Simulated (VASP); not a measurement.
ZnSe (Stilleite):

```
Zn Se
1.0
     0.00000    2.83380    2.83380
     2.83380    0.00000    2.83380
     2.83380    2.83380    0.00000
Zn Se
1 1
Direct
  0.00000 0.00000 0.00000
  0.25000 0.25000 0.25000
```

```yaml
Program: VASP 6.6.1
Task: relaxation of cell and atoms
Functional: LDA
Potentials_or_basis: VASP PAW LDA potentials, release 64 (Zn, Se)
Cutoff: 600 eV
k_mesh: 8 × 8 × 8
Occupations: fermi-dirac, width 0.02 eV
Spin: no spin polarisation
```

At the start: pressure -3.1 GPa; volume 22.76 Å³/atom.

**Question.** Where does the relaxation end?

**Answer.** Over 3 steps the energy falls by 11.0 meV/atom and the volume is 21.67 Å³/atom (-4.8 %); space group F-43m (No. 216, to 0.05 Å).

The path:
```
step  energy change (eV)  largest force (eV/Å)  pressure (GPa)  volume (Å³)
   1              0.0000                0.0000           -3.12        45.51
   2             -0.0195                0.0000            1.17        42.66
   3             -0.0220                0.0000            0.00        43.34
```

Final structure:
```
Zn Se
1.0
     0.00000    2.78805    2.78805
     2.78805    0.00000    2.78805
     2.78805    2.78805    0.00000
Zn Se
1 1
Cartesian
  0.0000 0.0000 0.0000
  1.3940 1.3940 1.3940
```
